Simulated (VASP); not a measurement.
Set up this calculation in VASP 6.6.1, as the native input.

```yaml
Task: single point
Functional: PBE
Potentials_or_basis: VASP PAW PBE potentials, release 64 (K_sv, Cl)
Cutoff: 520 eV
k_mesh: 8 × 8 × 8
Occupations: fermi-dirac, width 0.02 eV
Spin: no spin polarisation
Dipole_correction: no
Further_INCAR_settings: ALGO = Normal; EDIFF = 1e-06; NBANDS = 15
```

The structure of KCl lies in POSCAR:

```
KCl
1.0
    0.0000000000      2.9916942088      2.9916942088
    2.9916942088      0.0000000000      2.9916942088
    2.9916942088      2.9916942088      0.0000000000
K Cl
1 1
Direct
    0.0000000000      0.0000000000      0.0000000000
    0.5000000000      0.5000000000      0.5000000000
```

This cell differs from its parent crystal: strain -4.9%.

One way to write it, as run:

INCAR

```
PREC = Accurate ; ENCUT = 520
EDIFF = 1E-6 ; ISMEAR = -1
SIGMA = 0.02 ; LREAL = F
LASPH = T ; NELM = 80
ALGO = Normal ; ISIF = 2
LWAVE = F ; LCHARG = T
GGA = PE ; LELF = T
LVHAR = T ; NBANDS = 15
```

KPOINTS

```
Automatic mesh
0
Gamma
  8 8 8
```

Potentials or basis: VASP PAW PBE potentials, release 64 (K_sv, Cl).

Command:

```console
$ cat potpaw_PBE.64/K_sv/POTCAR potpaw_PBE.64/Cl/POTCAR > POTCAR
$ mpirun -np 1 vasp_std > vasp.out
```

It gave:

```yaml
Pressure: 5.1 GPa
Band_gap_on_the_k_mesh: 5.76 eV
```

Caveat: the cell differs from its parent crystal (strain -4.9%); the cell stands under pressure.

Wall time 24 s on 1 thread of AMD EPYC 7R43 64-Core Processor (Zen 3), with other jobs on the host, peak memory 0.14 GiB.
